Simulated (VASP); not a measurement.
TiC, 2 atoms in the cell. It takes space group Fm-3m (No. 225, cubic). Conventional cell: a = 4.331 Å, b = 4.331 Å, c = 4.331 Å, α = 90.00°, β = 90.00°, γ = 90.00°. Within 2.9 Å of Ti (site symmetry m-3m) lie 6 C at 2.17 Å. Within 2.9 Å of C (site symmetry m-3m) lie 6 Ti at 2.17 Å. 

| Quantity | Value |
| --- | --- |
| Program | VASP 6.6.1 |
| Task | relaxation of cell and atoms |
| Functional | BLYP |
| Dispersion | D4 |
| Potentials or basis | VASP PAW PBE potentials, release 64 (Ti_sv, C) |
| Cutoff | 600 eV |
| k mesh | 11 × 11 × 11 |
| Occupations | fermi-dirac, width 0.05 eV |
| Spin | no spin polarisation |
| Dipole correction | no |
| Further INCAR settings | ALGO = Normal; EDIFF = 1e-06; IBRION = 2; EDIFFG = -0.01; NSW = 60; ISIF = 3 |

Potentials or basis: VASP PAW PBE potentials, release 64 (Ti_sv, C).

Command:

```console
$ cat potpaw_PBE.64/Ti_sv/POTCAR potpaw_PBE.64/C/POTCAR > POTCAR
$ mpirun -np 1 vasp_std > vasp.out
```

Hardware: 1 thread of Intel(R) Xeon(R) Platinum 8559C (Emerald Rapids), with other jobs on the host.

Problem. Estimate the wall time of this run.

Solution. It took 52 s on 1 thread of Intel(R) Xeon(R) Platinum 8559C (Emerald Rapids), on a shared host, peak memory 0.15 GiB. Counts: scf iterations 31, k points 56, ion steps 3.
